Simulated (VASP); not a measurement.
The system is InP.

```
In P
1.0
     3.97590    0.00000    0.00000
    -1.98795    3.44323    0.00000
     0.00000    0.00000    8.70735
In P
3 3
Direct
  0.00000 0.50000 0.16667
  0.50000 0.50000 0.83333
  0.50000 0.00000 0.50000
  0.50000 0.50000 0.33333
  0.50000 0.00000 0.00000
  0.00000 0.50000 0.66667
```

The cell was built from a structure type or drawn by symmetry, and may not be a known phase.

```yaml
Program: VASP 6.6.1
Task: relaxation of cell and atoms
Functional: PBE
Potentials_or_basis: VASP PAW PBE potentials, release 64 (In_d, P)
Cutoff: 600 eV
k_mesh: 6 × 6 × 2
Occupations: gaussian, width 0.1 eV
Spin: no spin polarisation
```

At the start: pressure 17.2 GPa; volume 19.87 Å³/atom.

Task: How do energy, volume and symmetry change on relaxing?

Result: Over 8 steps the energy falls by 176.8 meV/atom and the volume is 23.68 Å³/atom (+19.2 %); space group P6_222 (No. 180, to 0.1 Å) before and after.

The path:
```
step  energy change (eV)  largest force (eV/Å)  pressure (GPa)  volume (Å³)
   1              0.0000                0.0000           17.22       119.20
   2             -0.7078                0.0000           -5.69       159.96
   3             -1.0582                0.0000            0.00       142.34
   4             -1.0580                0.0000           -0.33       142.83
   5             -1.0598                0.0000            0.19       141.90
   6             -1.0597                0.0000            0.27       141.71
   7             -1.0598                0.0000            0.22       141.83
   8             -1.0608                0.0000            0.09       142.08
```

Final structure:
```xyz
6
Lattice="4.1868 0.0000 0.0000 -2.0934 3.6258 0.0000 0.0000 0.0000 9.3595" Properties=species:S:1:pos:R:3 pbc="T T T"
In    3.1401    1.8129    1.5599
In    1.0467    1.8129    7.7996
In    2.0934    0.0000    4.6798
P     1.0467    1.8129    3.1199
P     2.0934    0.0000    9.3595
P     3.1401    1.8129    6.2397
```

Caveat: the volume moved by over 15 % at a fixed basis, so the end points are rough.
